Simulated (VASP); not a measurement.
Write the native input for VASP 6.6.1 that does the following.

| Property | Result |
| --- | --- |
| Task | single point |
| Functional | r2SCAN |
| Potentials or basis | VASP PAW PBE potentials, release 64 (Al, Cu) |
| Cutoff | 520 eV |
| k mesh | 10 × 10 × 6 |
| Occupations | gaussian, width 0.1 eV |
| Spin | no spin polarisation |
| Dipole correction | no |
| Further INCAR settings | ALGO = Normal; EDIFF = 1e-06; NBANDS = 26 |

Crystal: Al2Cu.

```
Al Cu
1.0
     2.69505    2.69505    0.00000
    -2.90147    2.90147    0.00000
     0.00000    0.00000    5.91520
Al Cu
4 2
Cartesian
  1.3475 1.3475 1.4094
  -1.4507 1.4507 1.5482
  -1.4507 1.4507 4.3670
  1.3475 1.3475 4.5058
  0.0000 0.0000 2.9576
  -0.1032 2.7983 0.0000
```

This cell differs from its parent crystal: uniaxial strain along a: -6.0 %, then relaxed in part.

These files were run (other wordings do the same):

POSCAR

```
Al2Cu
1.0
    2.6950490918      2.6950490918      0.0000000000
   -2.9014702674      2.9014702674      0.0000000000
    0.0000000000      0.0000000000      5.9151957016
Al Cu
4 2
Direct
    0.5000000000      0.0000000000      0.2382596693
    0.0000000000      0.5000000000      0.2617403307
    0.0000000000      0.5000000000      0.7382596693
    0.5000000000      0.0000000000      0.7617403307
    0.0000000000      0.0000000000      0.5000000000
    0.5000000000      0.5000000000      0.0000000000
```

INCAR.step1

```
PREC     = Accurate       # precision mode
ENCUT    = 520            # plane-wave cutoff, eV
ISMEAR   = 0              # smearing method
SIGMA    = 0.1            # smearing width, eV
LREAL    = False          # projectors in reciprocal space
LASPH    = True           # aspherical terms in the spheres
NELM     = 60             # most SCF steps
NBANDS   = 26             # bands
GGA      = PE             # functional
ALGO     = Normal         # electronic algorithm
EDIFF    = 1E-4           # SCF threshold, eV
LWAVE    = True           # write WAVECAR
LCHARG   = False          # write CHGCAR
```

INCAR.step2

```
PREC     = Accurate       # precision mode
ENCUT    = 520            # plane-wave cutoff, eV
EDIFF    = 1E-6           # SCF threshold, eV
ISMEAR   = 0              # smearing method
SIGMA    = 0.1            # smearing width, eV
LREAL    = False          # projectors in reciprocal space
LASPH    = True           # aspherical terms in the spheres
NELM     = 60             # most SCF steps
ALGO     = Normal         # electronic algorithm
ISIF     = 2              # what is computed and relaxed
LWAVE    = False          # write WAVECAR
LCHARG   = True           # write CHGCAR
METAGGA  = R2SCAN         # meta-GGA
LMIXTAU  = True         
LELF     = True           # ELF
LVHAR    = True         
NBANDS   = 26             # bands
ISTART   = 1
```

KPOINTS

```
regular mesh
0
Gamma
  10 10 6
```

Potentials or basis: VASP PAW PBE potentials, release 64 (Al, Cu).

The run is started by

```sh
$ cat potpaw_PBE.64/Al/POTCAR potpaw_PBE.64/Cu/POTCAR > POTCAR
$ cp INCAR.step1 INCAR
$ mpirun -np 1 vasp_std > vasp.out
$ cp INCAR.step2 INCAR
$ mpirun -np 1 vasp_std > vasp.out
```

It gave:

```
Pressure               : 2.1 GPa
Band gap on the k mesh : zero (bands 17 and 18 overlap by 5.12 eV)
```

Caveat: the cell differs from its parent crystal (uniaxial strain along a: -6.0 %, then relaxed in part); the PAW data sets were made with another functional, which shifts forces and pressure a little.

Wall time 13 min on 1 thread of AMD EPYC 9R45 96-Core Processor (Zen 5), on a shared host, peak memory 0.38 GiB.
